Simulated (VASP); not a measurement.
A run of VASP 6.6.1 is set up as follows.

The input INCAR:

```
ALGO     = Normal         # electronic algorithm
EDIFF    = 1E-6           # SCF threshold, eV
ENCUT    = 500            # plane-wave cutoff, eV
GGA      = PE             # functional
GGA_COMPAT= False        
ISIF     = 2              # what is computed and relaxed
ISMEAR   = -1             # smearing method
LASPH    = True           # aspherical terms in the spheres
LCHARG   = False          # write CHGCAR
LORBIT   = 11             # projections on sites
LORBMOM  = True         
LREAL    = False          # projectors in reciprocal space
LSORBIT  = True           # spin-orbit coupling
LWAVE    = False          # write WAVECAR
MAGMOM   = 0 0 0          # initial moments
NBANDS   = 16             # bands
NELM     = 200            # most SCF steps
PREC     = Accurate       # precision mode
SIGMA    = 0.1            # smearing width, eV
```

KPOINTS

```
k-points
0
Gamma
  10 10 10
```

POSCAR

```
Sb
1.0
    3.1057292063      0.0000000000      0.0000000000
    0.0000000000      3.1057292063      0.0000000000
    0.0000000000      0.0000000000      3.1057292063
Sb
1
Direct
    0.0000000000      0.0000000000      0.0000000000
```

Potentials or basis: VASP PAW PBE potentials, release 64 (Sb).

Command:

```sh
$ cat potpaw_PBE.64/Sb/POTCAR > POTCAR
$ mpirun -np 1 vasp_ncl > vasp.out
```

Problem. Predict the pressure.

Solution. 0.2 GPa.

Problem. Predict the net moment.

Solution. 0.00 μB per cell.

Moments on the atoms (μB; x, y, z):
```
Sb  0.00 0.00 0.00
```
